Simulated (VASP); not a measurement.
# WSe2 (P6_3/mmc) in VASP: single point with PBE+D3(BJ)

Aim: the single point of WSe2 with PBE+D3(BJ).

Program: VASP 6.6.1. These are calculated values, not measurements. Logs are shortened: lines on timing, memory, paths and dates and some standing lists are left out, and cuts for length are marked.

**1. The cell of the first run**

The structure is hexagonal, space group P6_3/mmc (No. 194). The conventional cell has a = 3.279 Å, b = 3.279 Å, c = 12.794 Å, α = 90.00°, β = 90.00°, γ = 120.00°. Within 3.3 Å of W (site symmetry -6m2) lie 6 Se at 2.53 Å and 6 W at 3.28 Å. Se (site symmetry 3m) has 3 W at 2.53 Å and 6 Se at 3.28 Å within 3.3 Å.

**2. Single point, PBE+D3(BJ)**

The input, INCAR:

```
SYSTEM = WSe2
ALGO     = Normal         ! electronic algorithm
EDIFF    = 1E-7           ! SCF threshold, eV
ENCUT    = 520            ! plane-wave cutoff, eV
GGA      = PE             ! functional
ISIF     = 2              ! what is computed and relaxed
ISMEAR   = 0              ! smearing method
IVDW     = 12             ! dispersion correction
LASPH    = .TRUE.         ! aspherical terms in the spheres
LCHARG   = .FALSE.        ! write CHGCAR
LREAL    = .FALSE.        ! projectors in reciprocal space
LWAVE    = .FALSE.        ! write WAVECAR
NBANDS   = 35             ! bands
NELM     = 60             ! most SCF steps
PREC     = Accurate       ! precision mode
SIGMA    = 0.02           ! smearing width, eV
```

The input, KPOINTS:

```
k-points
0
G
  9 9 2
  0 0 0
```

The input, POSCAR:

```
WSe2
1.0
    3.2790494259      0.0000000000      0.0000000000
   -1.6395247129      2.8397401031      0.0000000000
    0.0000000000      0.0000000000     12.7937990501
W Se
2 4
Direct
    0.6666666667      0.3333333333      0.2500000000
    0.3333333333      0.6666666667      0.7500000000
    0.3333333333      0.6666666667      0.3816491314
    0.6666666667      0.3333333333      0.8816491314
    0.3333333333      0.6666666667      0.1183508686
    0.6666666667      0.3333333333      0.6183508687
```

Potentials or basis: VASP PAW PBE potentials, release 64 (W_sv, Se).

The run is started by

```console
$ cat potpaw_PBE.64/W_sv/POTCAR potpaw_PBE.64/Se/POTCAR > POTCAR
$ mpirun -np 1 vasp_std > vasp.out
```

OUTCAR:

```text
SYSTEM = WSe2
   EDIFF = 1E-7
   ENCUT = 520
   GGA = PE
   ISIF = 2
   ISMEAR = 0
   IVDW = 12
   LASPH = .TRUE.
   LREAL = .FALSE.
   NELM = 60
   PREC = Accurate
 IVDW          = 12

 ion  position               nearest neighbor table
   1  0.667  0.333  0.250-   3 2.53   5 2.53   3 2.53   5 2.53   3 2.53   5 2.53
   2  0.333  0.667  0.750-   6 2.53   6 2.53   6 2.53   4 2.53   4 2.53   4 2.53
   3  0.333  0.667  0.382-   1 2.53   1 2.53   1 2.53
   4  0.667  0.333  0.882-   2 2.53   2 2.53   2 2.53
   5  0.333  0.667  0.118-   1 2.53   1 2.53   1 2.53
   6  0.667  0.333  0.618-   2 2.53   2 2.53   2 2.53

  LATTYP: Found a hexagonal cell.
 ALAT       =     3.2790494259
 C/A-ratio  =     3.9016792333

  Lattice vectors:

 A1 = (   3.2790494259,   0.0000000000,   0.0000000000)
 A2 = (  -1.6395247129,   2.8397401031,   0.0000000000)
 A3 = (   0.0000000000,   0.0000000000,  12.7937990501)

Analysis of symmetry for initial positions (statically):
=====================================================================
 Subroutine PRICEL returns:
 Original cell was already a primitive cell.

 Routine SETGRP: Setting up the symmetry group for a
 hexagonal supercell.

 Subroutine GETGRP returns: Found 24 space group operations
 (whereof 12 operations were pure point group operations)
 out of a pool of 24 trial point group operations.

The static configuration has the point symmetry D_3d.
 The point group associated with its full space group is D_6h.

Analysis of symmetry for dynamics (positions and initial velocities):
=====================================================================
 Subroutine PRICEL returns:
 Original cell was already a primitive cell.

 Routine SETGRP: Setting up the symmetry group for a
 hexagonal supercell.

 Subroutine GETGRP returns: Found 24 space group operations
 (whereof 12 operations were pure point group operations)
 out of a pool of 24 trial point group operations.

The dynamic configuration has the point symmetry D_3d.
 The point group associated with its full space group is D_6h.

 Subroutine INISYM returns: Found 24 space group operations
 (whereof 12 operations are pure point group operations),
 and found     1 'primitive' translations

----------------------------------------------------------------------------------------

                                     Primitive cell

  volume of cell :     119.1314

  direct lattice vectors                    reciprocal lattice vectors
     3.279049426  0.000000000  0.000000000     0.304966431  0.176072451  0.000000000
    -1.639524713  2.839740103  0.000000000     0.000000000  0.352144902  0.000000000
     0.000000000  0.000000000 12.793799050     0.000000000  0.000000000  0.078162866

  length of vectors
     3.279049426  3.279049426 12.793799050     0.352144902  0.352144902  0.078162866

  position of ions in fractional coordinates (direct lattice)
     0.666666667  0.333333333  0.250000000
     0.333333333  0.666666667  0.750000000
     0.333333333  0.666666667  0.381649131
     0.666666667  0.333333333  0.881649131
     0.333333333  0.666666667  0.118350869
     0.666666667  0.333333333  0.618350869

  ion indices of the primitive-cell ions
   primitive index   ion index
                 1           1
                 2           2
                 3           3
                 4           4
                 5           5
                 6           6

----------------------------------------------------------------------------------------

 KPOINTS: k-points

Automatic generation of k-mesh.
 Grid dimensions read from file:
 generate k-points for:    9    9    2

 Generating k-lattice:

  Cartesian coordinates                     Fractional coordinates (reciprocal lattice)
     0.033885159  0.019563606  0.000000000     0.111111111  0.000000000  0.000000000
     0.000000000  0.039127211  0.000000000     0.000000000  0.111111111  0.000000000
     0.000000000  0.000000000  0.039081433     0.000000000  0.000000000  0.500000000

  Length of vectors
     0.039127211  0.039127211  0.039081433

  Shift w.r.t. Gamma in fractional coordinates (k-lattice)
     0.000000000  0.000000000  0.000000000

 Subroutine IBZKPT returns following result:
 ===========================================

 Found     24 irreducible k-points:

 Following reciprocal coordinates:
            Coordinates               Weight
  0.000000  0.000000  0.000000      1.000000
  0.111111  0.000000  0.000000      6.000000
  0.222222 -0.000000  0.000000      6.000000
  0.333333  0.000000  0.000000      6.000000
  0.444444 -0.000000  0.000000      6.000000
  0.111111  0.111111  0.000000      6.000000
[... 16 lines left out ...]
  0.333333  0.222222  0.500000     12.000000
  0.333333  0.333333  0.500000      2.000000
   k-points           NKPTS =     24   k-points in BZ     NKDIM =     24   number of bands    NBANDS=     35
   number of dos      NEDOS =    301   number of ions     NIONS =      6
   total plane-waves  NPLWV =  55296
   dimension x,y,z NGX =    24 NGY =   24 NGZ =   96
   dimension x,y,z NGXF=    48 NGYF=   48 NGZF=  192
   ions per type =               2   4
   NGX,Y,Z   is equivalent  to a cutoff of  12.17, 12.17, 12.47 a.u.
   NGXF,Y,Z  is equivalent  to a cutoff of  24.34, 24.34, 24.95 a.u.
 SYSTEM =  WSe2
   PREC   = accura    normal or accurate (medium, high low for compatibility)
   ISTART =      0    job   : 0-new  1-cont  2-samecut
   ICHARG =      2    charge: 1-file 2-atom 10-const
   ISPIN  =      1    spin polarized calculation?
   LNONCOLLINEAR =      F non collinear calculations
   LSORBIT =      F    spin-orbit coupling
   LASPH  =      T    aspherical Exc in radial PAW
   ENCUT  =  520.0 eV  38.22 Ry    6.18 a.u.   6.10  6.10 23.79*2*pi/ulx,y,z
   NELM   =     60;   NELMIN=  2; NELMDL= -5     # of ELM steps
   EDIFF  = 0.1E-06   stopping-criterion for ELM
   LREAL  =      F    real-space projection
   EDIFFG = 0.1E-05   stopping-criterion for IOM
   NSW    =      0    number of steps for IOM
   IBRION =     -1    ionic relax: 0-MD 1-quasi-New 2-CG
   NFREE  =      0    steps in history (QN), initial steepest desc. (CG)
   ISIF   =      2    stress and relaxation
   ISYM   =      2    0-nonsym 1-usesym 2-fastsym
   POTIM  = 0.5000    time-step for ionic-motion
   TEBEG  =    0.0;   TEEND  =   0.0 temperature during run
   PSTRESS=    0.0 pullay stress
   NELECT =      52.0000    total number of electrons
   NUPDOWN=      -1.0000    fix difference up-down
   EMIN   =  10.00;   EMAX   =-10.00  energy-range for DOS
   EFERMI =   0.00;   METHOD = LEGACY
   ISMEAR =     0;   SIGMA  =   0.02  broadening in eV -4-tet -1-fermi 0-gaus
   EFERMI_NEDOS =   21; number of points for ismear=-14 and -15
   IALGO  =     38    algorithm
   IMIX   =      4    mixing-type and parameters
     AMIX     =   0.40;   BMIX     =  1.00
     AMIX_MAG =   1.60;   BMIX_MAG =  1.00
  volume/ion in A,a.u.               =      19.86       133.99
  Fermi-wavevector in a.u.,A,eV,Ry     =   1.241845  2.346746 20.982605  1.542178
  Thomas-Fermi vector in A             =   2.376225
   LORBIT       =      0    0 simple, 1 ext, 2 COOP (PROOUT), +10 PAW based schemes
   GGA     = PE    functional components
   LHFCALC =     F    Hartree Fock is set to
   AEXX    =    0.0000 exact exchange contribution
   IVDW    =    12    specifies the selected vdW correction
   LEPSILON=     F    determine dielectric tensor
   LRPA    =     F    only Hartree local field effects (RPA)
 non-spin polarized calculation
 Gauss-broadening in eV      SIGMA  =   0.02
  energy-cutoff  :      520.00
  volume of cell :      119.13
 maximum number of plane-waves:      3248
   NGX = 13   NGY = 13   NGZ = 47

 number of electron      51.9999987 magnetization

 Free energy of the ion-electron system (eV)
  ---------------------------------------------------
  ext. energy  EPLUGINS =         0.00000000
  ---------------------------------------------------
  free energy    TOTEN  =       -43.07879698 eV

  energy without entropy =      -43.07879698  energy(sigma->0) =      -43.07879698

 E-fermi :   6.7057     XC(G=0): -10.8944

 val. band max:        6.5180263464   @ k =   0.0000   0.0000   0.0000
 cond. band min:       7.5127058452   @ k =   0.2222   0.1111   0.0000
 fundamental gap:      0.9946794988
 Fermi energy:         6.7056911476

 k-point     1 :       0.0000    0.0000    0.0000
  band No.  band energies     occupation
      1     -67.8238      2.00000
      2     -67.8237      2.00000
      3     -32.0746      2.00000
      4     -32.0746      2.00000
      5     -31.9374      2.00000
      6     -31.9374      2.00000
[... 27 lines left out ...]
     34       9.4610      0.00000
     35      11.0731      0.00000

 k-point     2 :       0.1111    0.0000    0.0000
  band No.  band energies     occupation
      1     -67.8225      2.00000
      2     -67.8225      2.00000
      3     -32.0692      2.00000
      4     -32.0692      2.00000
      5     -31.9658      2.00000
      6     -31.9658      2.00000
[... 27 lines left out ...]
     34       9.5611      0.00000
     35      12.0287      0.00000

 k-point     3 :       0.2222   -0.0000    0.0000
  band No.  band energies     occupation
      1     -67.8193      2.00000
      2     -67.8193      2.00000
      3     -32.0555      2.00000
      4     -32.0554      2.00000
      5     -32.0372      2.00000
      6     -32.0372      2.00000
[... 27 lines left out ...]
     34      10.2043      0.00000
     35      12.8688      0.00000
[... 723 lines left out ...]
 k-point    23 :       0.3333    0.2222    0.5000
  band No.  band energies     occupation
      1     -67.8123      2.00000
      2     -67.8123      2.00000
      3     -32.1405      2.00000
      4     -32.1405      2.00000
      5     -32.0500      2.00000
      6     -32.0500      2.00000
[... 27 lines left out ...]
     34      10.7620      0.00000
     35      12.1846      0.00000

 k-point    24 :       0.3333    0.3333    0.5000
  band No.  band energies     occupation
      1     -67.8117      2.00000
      2     -67.8117      2.00000
      3     -32.1159      2.00000
      4     -32.1159      2.00000
      5     -32.0919      2.00000
      6     -32.0919      2.00000
[... 27 lines left out ...]
     34      10.8453      0.00000
     35      12.7407      0.00000

------------------------ aborting loop because EDIFF is reached ----------------------------------------

 Edisp (eV)   -2.85156

 E8    (eV) :    -1.2719

  FORCE on cell =-STRESS in cart. coord.  units (eV):
  Direction    XX          YY          ZZ          XY          YZ          ZX
  --------------------------------------------------------------------------------------
  -------------------------------------------------------------------------------------
  Total       0.20775     0.20775     0.29721     0.00000     0.00000     0.00000
  in kB       2.79406     2.79406     3.99707     0.00000     0.00000     0.00000
  external pressure =        3.20 kB  Pullay stress =        0.00 kB

 VOLUME and BASIS-vectors are now :
 -----------------------------------------------------------------------------
  energy-cutoff  :      520.00
  volume of cell :      119.13
      direct lattice vectors                 reciprocal lattice vectors
     3.279049426  0.000000000  0.000000000     0.304966431  0.176072451  0.000000000
    -1.639524713  2.839740103  0.000000000     0.000000000  0.352144902  0.000000000
     0.000000000  0.000000000 12.793799050     0.000000000  0.000000000  0.078162866

 POSITION                                       TOTAL-FORCE (eV/Angst)
 -----------------------------------------------------------------------------------
      1.63952      0.94658      3.19845         0.000000      0.000000      0.000000
     -0.00000      1.89316      9.59535         0.000000     -0.000000      0.000000
     -0.00000      1.89316      4.88274         0.000000     -0.000000      0.049724
      1.63952      0.94658     11.27964        -0.000000      0.000000      0.049724
     -0.00000      1.89316      1.51416         0.000000     -0.000000     -0.049724
      1.63952      0.94658      7.91106        -0.000000     -0.000000     -0.049724
 -----------------------------------------------------------------------------------
    total drift:                               -0.000000      0.000000     -0.000000

  FREE ENERGIE OF THE ION-ELECTRON SYSTEM (eV)
  ---------------------------------------------------
  free  energy   TOTEN  =       -45.9303560105 eV

  energy  without entropy=      -45.9303560105  energy(sigma->0) =      -45.93035601
```

It took 60 s on 1 thread of Intel Xeon Platinum 8375C at 2.90GHz (Ice Lake), shared host; peak memory 0.27 GiB.

What came out:

```yaml
Free_energy: -45.9304 eV
Pressure: 0.3 GPa
Largest_force: 0.050 eV/Å
Band_gap_on_the_k_mesh: 0.99 eV, indirect (least direct gap 1.56 eV)
Dispersion_energy_per_atom: -0.475 eV
```

Forces on the atoms (eV/Å):
```
W    0.000  0.000  0.000
W    0.000  0.000  0.000
Se   0.000  0.000  0.050
Se   0.000  0.000  0.050
Se   0.000  0.000 -0.050
Se   0.000  0.000 -0.050
```

Levels at points of the mesh, in eV from the valence-band top:
```tsv
k point	band 22	band 23	band 24	band 25	band 26	band 27	band 28	band 29	band 30	band 31
(0.00, 0.00, 0.00)	-1.46	-1.46	-1.20	-0.96	0.00	2.63	2.63	2.68	2.68	2.69
(0.00, 0.00, 0.50)	-1.49	-1.49	-1.49	-0.21	-0.21	2.63	2.63	2.63	2.63	2.84
```

Caveat: spin-orbit coupling is left out, which moves the levels of the heavy elements. A k mesh can miss the band edges.
